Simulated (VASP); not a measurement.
## Hf: single point with LDA

Hf:

```
CELL_PARAMETERS angstrom
-1.69922 1.69922 1.69922
1.69922 -1.69922 1.69922
1.69922 1.69922 -1.69922
ATOMIC_POSITIONS crystal
Hf 0.00000 0.00000 0.00000
```

This cell differs from its parent crystal: volume scaled by 0.96.

| Item | Value |
| --- | --- |
| Program | VASP 6.6.1 |
| Task | single point |
| Functional | LDA |
| Potentials or basis | VASP PAW LDA potentials, release 64 (Hf_pv) |
| Cutoff | 520 eV |
| k mesh | 14 × 14 × 14 |
| Occupations | fermi-dirac, width 0.1 eV |
| Spin | no spin polarisation |
| Dipole correction | no |
| Further INCAR settings | ALGO = Normal; EDIFF = 1e-07; NBANDS = 11 |

```json
{
  "Pressure": "5.2 GPa",
  "Band gap on the k mesh": "zero (band 5 reaches 6.92 eV, above the bottom of band 6 at 4.60 eV)"
}
```

Levels at points of the mesh, in eV from the Fermi level:
```
           k point  band 1  band 2  band 3  band 4  band 5  band 6  band 7  band 8  band 9  band 10
(0.00, 0.00, 0.00)  -29.15  -29.15  -29.15   -7.36    1.54    1.54    1.54    4.74    4.74    12.80
(0.50, 0.00, 0.00)  -30.43  -29.56  -29.16   -3.79   -0.80    1.83    4.64    5.77    8.78    11.22
(0.50, 0.50, 0.50)  -30.03  -30.03  -30.03   -3.18   -3.18    7.76    7.76    7.76    8.47     8.47
```

Run time: 8.9 s on 1 thread of AMD EPYC 9R45 (Zen 5), with other jobs on the host, peak memory 0.11 GiB.

Caveat: spin-orbit coupling is left out, which moves the levels of the heavy elements.
